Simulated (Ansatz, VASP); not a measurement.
**AlN: VASP beside Ansatz**

File INCAR:

```
  PREC = Accurate
  ENCUT = 520
  EDIFF = 1E-7
  ISMEAR = 0
  SIGMA = 0.01
  LREAL = F
  LASPH = T
  NELM = 80
  ALGO = Normal
  ISIF = 2
  LWAVE = F
  LCHARG = F
  GGA = PE
  NBANDS = 16
```

KPOINTS

```
regular mesh
0
Gamma
  12 12 6
```

Contents of POSCAR:

```
AlN
1.0
    3.2923468268      0.0000000000      0.0000000000
   -1.6461734134      2.8512559901      0.0000000000
    0.0000000000      0.0000000000      4.1369586208
Al N
2 2
Direct
    0.3333333333      0.6666666667      0.2500000000
    0.6666666667      0.3333333333      0.7500000000
    0.6666666667      0.3333333333      0.2500000000
    0.3333333333      0.6666666667      0.7500000000
```

Input for Ansatz:

```yaml
crystal:
  lattice:
    - [3.2923468268, 0.0, 0.0]
    - [-1.6461734134, 2.8512559901, 0.0]
    - [0.0, 0.0, 4.1369586208]
  atoms:
    - { symbol: Al, position: [0.3333333333, 0.6666666667, 0.25] }
    - { symbol: Al, position: [0.6666666667, 0.3333333333, 0.75] }
    - { symbol: "N", position: [0.6666666667, 0.3333333333, 0.25] }
    - { symbol: "N", position: [0.3333333333, 0.6666666667, 0.75] }
kpoints:
  mp_grid: { grid: [12, 12, 6] }
  band_path:
    path:
      - [0.0, 0.0, 0.0]
      - [0.5, 0.0, 0.0]
      - [0.3333333333, 0.3333333333, 0.0]
      - [0.0, 0.0, 0.5]
      - [0.5, 0.0, 0.5]
      - [0.3333333333, 0.3333333333, 0.5]
    npoints: 1
hamiltonian:
  xc: pbe
scf:
  occupations: { method: fixed }
  n_extra_bands: 5
output:
  forces: true
  stress: true
  eigenvalues: true
```

Alike in both runs: task single point; functional PBE; k mesh 12 × 12 × 6; no spin polarisation.

|  | VASP | Ansatz |
| --- | --- | --- |
| version | VASP 6.6.1 | Ansatz 0.2.0 |
| potentials or method | VASP PAW PBE potentials, release 64 (Al, N) | plane waves, PAW |
| plane-wave cutoff (eV) | 520 | 420 |
| occupations | gaussian, width 0.01 eV | fixed |
| valence electrons in the cell | 16 | 16 |

|  | VASP | Ansatz | Ansatz less VASP |
| --- | --- | --- | --- |
| gap on the k mesh at the Fermi level (eV) | 3.47 | 3.46 | -0.011 |
| pressure (GPa) | 5.1 | 5.4 | +0.28 |
| traceless stress, the component that is largest in VASP (GPa) | 0.18 | 0.04 | -0.139 |
